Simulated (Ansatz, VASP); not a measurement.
# SiO2: VASP beside Ansatz

INCAR

```
  PREC = Accurate
  ENCUT = 520
  EDIFF = 1E-8
  ISMEAR = -1
  SIGMA = 0.03
  LREAL = F
  LASPH = T
  NELM = 100
  ALGO = Normal
  ISIF = 2
  LWAVE = F
  LCHARG = F
  GGA = PE
  LEFG = T
  NBANDS = 25
```

Contents of KPOINTS:

```
regular mesh
0
Gamma
  6 6 9
```

The input POSCAR:

```
SiO2
1.0
    4.1520447923      0.0000000000      0.0000000000
    0.0000000000      4.1520447923      0.0000000000
    0.0000000000      0.0000000000      2.6498947625
Si O
2 4
Direct
    0.0000000000      0.0000000000      0.0000000000
    0.5000000000      0.5000000000      0.5000000000
    0.3067000000      0.3067000000      0.0000000000
    0.1933000000      0.8067000000      0.5000000000
    0.6933000000      0.6933000000      0.0000000000
    0.8067000000      0.1933000000      0.5000000000
```

Input for Ansatz:

```yaml
crystal:
  lattice:
    - [4.1520447923, 0.0, 0.0]
    - [0.0, 4.1520447923, 0.0]
    - [0.0, 0.0, 2.6498947625]
  atoms:
    - { symbol: Si, position: [0.0, 0.0, 0.0] }
    - { symbol: Si, position: [0.5, 0.5, 0.5] }
    - { symbol: O, position: [0.3067, 0.3067, 0.0] }
    - { symbol: O, position: [0.1933, 0.8067, 0.5] }
    - { symbol: O, position: [0.6933, 0.6933, 0.0] }
    - { symbol: O, position: [0.8067, 0.1933, 0.5] }
kpoints:
  mp_grid: { grid: [6, 6, 9] }
scf:
  occupations: { method: fermi_dirac, width: 0.03 }
hamiltonian:
  xc: pbe
  pseudopotentials: { kind: paw }
output:
  forces: true
  stress: true
  eigenvalues: true
  efg: { contact_densities: true }
  write_density: true
  write_potential: true
  elf: true
  volumetric_format: npy
```

Change from the starting cell: volume scaled by 0.98, PAW files.

Alike in both runs: task electric field gradients; functional PBE; k mesh 6 × 6 × 9; occupations fermi-dirac, width 0.03 eV; no spin polarisation.

```csv
,VASP,Ansatz
version,VASP 6.6.1,Ansatz 0.2.0
potentials or method,"VASP PAW PBE potentials, release 64 (Si, O)","PAW with Ansatz's default frozen-core files, scalar-relativistic"
plane-wave cutoff (eV),520,420
valence electrons in the cell,32,32
```

|  | VASP | Ansatz | Ansatz less VASP |
| --- | --- | --- | --- |
| gap on the k mesh at the Fermi level (eV) | 5.98 | 5.99 | +0.011 |
| pressure (GPa) | 18.3 | 18.1 | -0.21 |
| traceless stress, the component that is largest in VASP (GPa) | 1.95 | 1.47 | -0.483 |
| rms of the force components (eV/Å) | 0.186 | 0.177 | -0.0092 |
| size of Vzz on the site where it differs most (V/Å²) | 23.0 | 20.1 | -2.87 |

Atom by atom the forces differ by 0.009 eV/Å (rms over components). The functional is the same, so the differences come from potentials, cutoffs and numerics.
